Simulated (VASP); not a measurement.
A run of VASP 6.6.1:

File INCAR:

```
PREC = Accurate
ENCUT = 520
EDIFF = 1E-7
ISMEAR = -1
SIGMA = 0.02
LREAL = F
LASPH = T
NELM = 100
ALGO = Normal
ISIF = 2
LWAVE = F
LCHARG = F
GGA = PE
NBANDS = 35
```

Contents of KPOINTS:

```
regular mesh
0
Gamma
  6 6 6
```

POSCAR

```
Al2O3
1.0
    2.3793614130      1.3737249523      4.2882780487
   -2.3793614130      1.3737249523      4.2882780487
    0.0000000000     -2.7474499046      4.2882780487
Al O
4 6
Direct
    0.8522147566      0.8522147566      0.8522147566
    0.3522147566      0.3522147566      0.3522147566
    0.1477852434      0.1477852434      0.1477852434
    0.6477852434      0.6477852434      0.6477852434
    0.4438049398      0.0561950602      0.7500000000
    0.0561950602      0.7500000000      0.4438049398
    0.5561950602      0.9438049398      0.2500000000
    0.2500000000      0.5561950602      0.9438049398
    0.9438049398      0.2500000000      0.5561950602
    0.7500000000      0.4438049398      0.0561950602
```

Potentials or basis: VASP PAW PBE potentials, release 64 (Al, O).

The run is started by

```bash
$ cat potpaw_PBE.64/Al/POTCAR potpaw_PBE.64/O/POTCAR > POTCAR
$ mpirun -np 1 vasp_std > vasp.out
```

Hardware: 1 thread of Intel(R) Xeon(R) Platinum 8488C (Sapphire Rapids), with other jobs on the host.

Problem. How long does it take, and how much memory?

Solution. It took 110 s on 1 thread of Intel(R) Xeon(R) Platinum 8488C (Sapphire Rapids), with other jobs on the host, peak memory 0.25 GiB. Counts: scf iterations 14, k points 32.
